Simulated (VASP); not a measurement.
Wanted: the native input for a VASP 6.6.1 run.

```
Task                   : single point
Functional             : PBE
Potentials or basis    : VASP PAW PBE potentials, release 64 (Co, Si)
Cutoff                 : 520 eV
k mesh                 : 12 × 12 × 12
Occupations            : gaussian, width 0.05 eV
Spin                   : no spin polarisation
Dipole correction      : no
Further INCAR settings : ALGO = Normal; EDIFF = 1e-06; NBANDS = 16
```

The structure of CoSi2 lies in POSCAR:

```
CoSi2
1.0
    0.0000000000      2.6815659163      2.6815659163
    2.6815659163      0.0000000000      2.6815659163
    2.6815659163      2.6815659163      0.0000000000
Co Si
1 2
Direct
    0.0000000000      0.0000000000      0.0000000000
    0.2500000000      0.2500000000      0.2500000000
    0.7500000000      0.7500000000      0.7500000000
```

The input as run:

INCAR

```
SYSTEM = CoSi2
ALGO = Normal
EDIFF = 1E-6
ENCUT = 520
GGA = PE
ISIF = 2
ISMEAR = 0
LASPH = .TRUE.
LCHARG = .TRUE.
LELF = .TRUE.
LREAL = .FALSE.
LVHAR = .TRUE.
LWAVE = .FALSE.
NBANDS = 16
NELM = 60
PREC = Accurate
SIGMA = 0.05
```

KPOINTS

```
k-points
0
G
  12 12 12
  0 0 0
```

Potentials or basis: VASP PAW PBE potentials, release 64 (Co, Si).

Launch:

```console
$ cat potpaw_PBE.64/Co/POTCAR potpaw_PBE.64/Si/POTCAR > POTCAR
$ mpirun -np 1 vasp_std > vasp.out
```

It gave:

* Pressure: -0.6 GPa

Wall time 99 s on 1 thread of AMD EPYC 7R13 (shared host), peak memory 0.15 GiB.
